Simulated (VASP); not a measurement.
# MnO (rock salt type) (Fm-3m) in VASP: notebook

MnO (rock salt type) is run at these levels: PBE; tasks: single point.

All numbers are computed with VASP 6.6.1; they aren't measurements. Logs are shortened: lines on timing, memory, paths and dates and some standing lists are left out, and cuts for length are marked.

## (1) The cell of the first run

Symmetry: Fm-3m, No. 225, cubic system. The conventional cell has a = 4.159 Å, b = 4.159 Å, c = 4.159 Å, α = 90.00°, β = 90.00°, γ = 90.00°. Within 2.8 Å of Mn (site symmetry m-3m) lie 6 O at 2.08 Å. Within 2.8 Å of O (site symmetry m-3m) lie 6 Mn at 2.08 Å.

## (2) Single point, PBE

Contents of INCAR:

```
PREC = Accurate
ENCUT = 520
EDIFF = 1E-6
ISMEAR = -1
SIGMA = 0.06122561905347299
LREAL = F
LASPH = T
NELM = 100
ALGO = Normal
ISIF = 2
LWAVE = F
LCHARG = F
GGA = PE
NBANDS = 16
```

Contents of KPOINTS:

```
regular mesh
0
Gamma
  23 23 23
```

Contents of POSCAR:

```
MnO
1.0
    0.0000000000      2.0794789095      2.0794789095
    2.0794789095      0.0000000000      2.0794789095
    2.0794789095      2.0794789095      0.0000000000
Mn O
1 1
Direct
    0.0000000000      0.0000000000      0.0000000000
    0.5000000000      0.5000000000      0.5000000000
```

Potentials or basis: VASP PAW PBE potentials, release 64 (Mn_pv, O).

Command:

```sh
cat potpaw_PBE.64/Mn_pv/POTCAR potpaw_PBE.64/O/POTCAR > POTCAR
mpirun -np 1 vasp_std > vasp.out
```

OUTCAR:

```text
PREC = Accurate
   ENCUT = 520
   EDIFF = 1E-6
   ISMEAR = -1
   LREAL = F
   LASPH = T
   NELM = 100
   ISIF = 2
   GGA = PE

 ion  position               nearest neighbor table
   1  0.000  0.000  0.000-   2 2.08   2 2.08   2 2.08   2 2.08   2 2.08   2 2.08
   2  0.500  0.500  0.500-   1 2.08   1 2.08   1 2.08   1 2.08   1 2.08   1 2.08

  LATTYP: Found a face centered cubic cell.
 ALAT       =     4.1589578190

  Lattice vectors:

 A1 = (   0.0000000000,   2.0794789095,   2.0794789095)
 A2 = (   2.0794789095,   0.0000000000,   2.0794789095)
 A3 = (   2.0794789095,   2.0794789095,   0.0000000000)

Analysis of symmetry for initial positions (statically):
=====================================================================
 Subroutine PRICEL returns:
 Original cell was already a primitive cell.

 Routine SETGRP: Setting up the symmetry group for a
 face centered cubic supercell.

 Subroutine GETGRP returns: Found 48 space group operations
 (whereof 48 operations were pure point group operations)
 out of a pool of 48 trial point group operations.

The static configuration has the point symmetry O_h .

Analysis of symmetry for dynamics (positions and initial velocities):
=====================================================================
 Subroutine PRICEL returns:
 Original cell was already a primitive cell.

 Routine SETGRP: Setting up the symmetry group for a
 face centered cubic supercell.

 Subroutine GETGRP returns: Found 48 space group operations
 (whereof 48 operations were pure point group operations)
 out of a pool of 48 trial point group operations.

The dynamic configuration has the point symmetry O_h .

 Subroutine INISYM returns: Found 48 space group operations
 (whereof 48 operations are pure point group operations),
 and found     1 'primitive' translations

----------------------------------------------------------------------------------------

                                     Primitive cell

  volume of cell :      17.9843

  direct lattice vectors                    reciprocal lattice vectors
     0.000000000  2.079478910  2.079478910    -0.240444853  0.240444853  0.240444853
     2.079478910  0.000000000  2.079478910     0.240444853 -0.240444853  0.240444853
     2.079478910  2.079478910  0.000000000     0.240444853  0.240444853 -0.240444853

  length of vectors
     2.940827276  2.940827276  2.940827276     0.416462701  0.416462701  0.416462701
[... 79 lines left out ...]
   ENCUT  =  520.0 eV  38.22 Ry    6.18 a.u.   5.47  5.47  5.47*2*pi/ulx,y,z
   NELM   =    100;   NELMIN=  2; NELMDL= -5     # of ELM steps
   EDIFF  = 0.1E-05   stopping-criterion for ELM
   LREAL  =      F    real-space projection
   EDIFFG = 0.1E-04   stopping-criterion for IOM
   NSW    =      0    number of steps for IOM
   IBRION =     -1    ionic relax: 0-MD 1-quasi-New 2-CG
   NFREE  =      0    steps in history (QN), initial steepest desc. (CG)
   ISIF   =      2    stress and relaxation
   ISYM   =      2    0-nonsym 1-usesym 2-fastsym
   POTIM  = 0.5000    time-step for ionic-motion
   TEBEG  =    0.0;   TEEND  =   0.0 temperature during run
   PSTRESS=    0.0 pullay stress
   NELECT =      19.0000    total number of electrons
   NUPDOWN=      -1.0000    fix difference up-down
   EMIN   =  10.00;   EMAX   =-10.00  energy-range for DOS
   EFERMI =   0.00;   METHOD = LEGACY
   ISMEAR =    -1;   SIGMA  =   0.06  broadening in eV -4-tet -1-fermi 0-gaus
   EFERMI_NEDOS =   21; number of points for ismear=-14 and -15
   IALGO  =     38    algorithm
   IMIX   =      4    mixing-type and parameters
     AMIX     =   0.40;   BMIX     =  1.00
     AMIX_MAG =   1.60;   BMIX_MAG =  1.00
  volume/ion in A,a.u.               =       8.99        60.68
  Fermi-wavevector in a.u.,A,eV,Ry     =   1.667355  3.150845 37.825203  2.780074
  Thomas-Fermi vector in A             =   2.753392
   LORBIT       =      0    0 simple, 1 ext, 2 COOP (PROOUT), +10 PAW based schemes
   GGA     = PE    functional components
   LHFCALC =     F    Hartree Fock is set to
   AEXX    =    0.0000 exact exchange contribution
   IVDW    =     0    specifies the selected vdW correction
   LEPSILON=     F    determine dielectric tensor
   LRPA    =     F    only Hartree local field effects (RPA)
 non-spin polarized calculation
  energy-cutoff  :      520.00
  volume of cell :       17.98
 maximum number of plane-waves:       531
 NGX is ok and might be reduce to    24
   NGX = 11   NGY = 11   NGZ = 11

 number of electron      19.0000013 magnetization

 Free energy of the ion-electron system (eV)
  ---------------------------------------------------
  ext. energy  EPLUGINS =         0.00000000
  ---------------------------------------------------
  free energy    TOTEN  =       -14.86323324 eV

  energy without entropy =      -14.79413133  energy(sigma->0) =      -14.82868229

 E-fermi :   9.7288     XC(G=0): -13.1753

 val. band max:        9.7286969430   @ k =   0.4348   0.2609   0.0000
 cond. band min:       9.7292255742   @ k =  -0.4783   0.4348   0.0435
 fundamental gap:      0.0005286312
 Fermi energy:         9.7288385445

 k-point     1 :       0.0000    0.0000    0.0000
  band No.  band energies     occupation
      1     -38.5103      2.00000
      2     -38.5103      2.00000
      3     -38.5103      2.00000
      4     -12.1720      2.00000
      5       5.1178      2.00000
      6       5.1178      2.00000
[... 433 lines left out ...]
      3     -38.5290      2.00000
      4     -10.7676      2.00000
      5       0.3125      2.00000
      6       2.8676      2.00000
[... 8 lines left out ...]
     15      23.8950      0.00000
     16      24.1209      0.00000

 [... further k-points ...]

------------------------ aborting loop because EDIFF is reached ----------------------------------------

  FORCE on cell =-STRESS in cart. coord.  units (eV):
  Direction    XX          YY          ZZ          XY          YZ          ZX
  --------------------------------------------------------------------------------------
  -------------------------------------------------------------------------------------
  Total       -0.9012152     -0.9012152     -0.9012152      0.0000000     -0.0000000      0.0000000
  in kB      -80.2870582    -80.2870582    -80.2870582      0.0000000     -0.0000000      0.0000000
  external PRESSURE =     -80.2870582 kB  Pullay stress =       0.0000000 kB

 VOLUME and BASIS-vectors are now :
 -----------------------------------------------------------------------------
  energy-cutoff  :      520.00
  volume of cell :       17.98
      direct lattice vectors                 reciprocal lattice vectors
     0.000000000  2.079478910  2.079478910    -0.240444853  0.240444853  0.240444853
     2.079478910  0.000000000  2.079478910     0.240444853 -0.240444853  0.240444853
     2.079478910  2.079478910  0.000000000     0.240444853  0.240444853 -0.240444853

 POSITION                                       TOTAL-FORCE (eV/Angst)
 -----------------------------------------------------------------------------------
      0.00000      0.00000      0.00000         0.000000     -0.000000     -0.000000
      2.07948      2.07948      2.07948         0.000000      0.000000      0.000000
 -----------------------------------------------------------------------------------
    total drift:                                0.000000     -0.000000     -0.000000

  FREE ENERGIE OF THE ION-ELECTRON SYSTEM (eV)
  ---------------------------------------------------
  free  energy   TOTEN  =       -14.8632332444 eV

  energy  without entropy=      -14.7941313346  energy(sigma->0) =      -14.82868229
```

Wall time 2.7 min (1 thread of Intel Xeon 8259CL, shared host); peak memory 0.23 GiB.

Results:

```
Free energy            : -14.8632 eV
Pressure               : -8.0 GPa
Band gap on the k mesh : zero (an odd number of electrons rules out a gap without spin polarisation)
```

Caveat: the cell stands under tension; an odd number of electrons without spin polarisation forces a metal; a magnetic or distorted state may lie lower; the run has no spin polarisation, though such a crystal can be magnetic; semilocal functionals often make such compounds metallic where correlation or magnetic order opens a gap, which also shifts bond lengths. Spin polarisation is off, so any magnetic state and its effect on volume and gap are missing.

## (3) Single point, PBE

This run uses another cell than the first one, of 9.17 Å³/atom.

Contents of INCAR:

```
SYSTEM = MnO
PREC = Accurate
ENCUT = 520
EDIFF = 1E-6
ISMEAR = -1
SIGMA = 0.06122561905347299
LREAL = .FALSE.
LASPH = .TRUE.
NELM = 60
ALGO = Normal
ISIF = 2
LWAVE = .FALSE.
LCHARG = .FALSE.
GGA = PE
NBANDS = 16
```

Contents of KPOINTS:

```
Automatic mesh
0
G
  23 23 23
  0 0 0
```

Contents of POSCAR:

```
MnO
1.0
    0.0000000000      2.0927243553      2.0927243553
    2.0927243553      0.0000000000      2.0927243553
    2.0927243553      2.0927243553      0.0000000000
Mn O
1 1
Direct
    0.0000000000      0.0000000000      0.0000000000
    0.5000000000      0.5000000000      0.5000000000
```

Potentials or basis: VASP PAW PBE potentials, release 64 (Mn_pv, O).

Command:

```sh
cat potpaw_PBE.64/Mn_pv/POTCAR potpaw_PBE.64/O/POTCAR > POTCAR
mpirun -np 1 vasp_std > vasp.out
```

It took 2.4 min on 1 thread of Intel Xeon 8259CL, shared host; peak memory 0.23 GiB.

Results (log left out):

| Property | Result |
| --- | --- |
| Free energy | -14.8423 eV |
| Pressure | -11.8 GPa |
| Band gap on the k mesh | zero (an odd number of electrons rules out a gap without spin polarisation) |

Levels at points of the mesh, in eV from the Fermi level:
```csv
k point,band 6,band 7,band 8,band 9,band 10,band 11,band 12,band 13,band 14,band 15
"(0.00, 0.00, 0.00)",-4.52,-4.52,-1.57,-1.57,-1.57,-0.84,-0.84,1.28,15.36,18.97
```

Caveat: the cell stands under tension; an odd number of electrons without spin polarisation forces a metal; a magnetic or distorted state may lie lower; the run has no spin polarisation, though such a crystal can be magnetic; semilocal functionals often make such compounds metallic where correlation or magnetic order opens a gap, which also shifts bond lengths. Spin polarisation is off, so any magnetic state and its effect on volume and gap are missing.
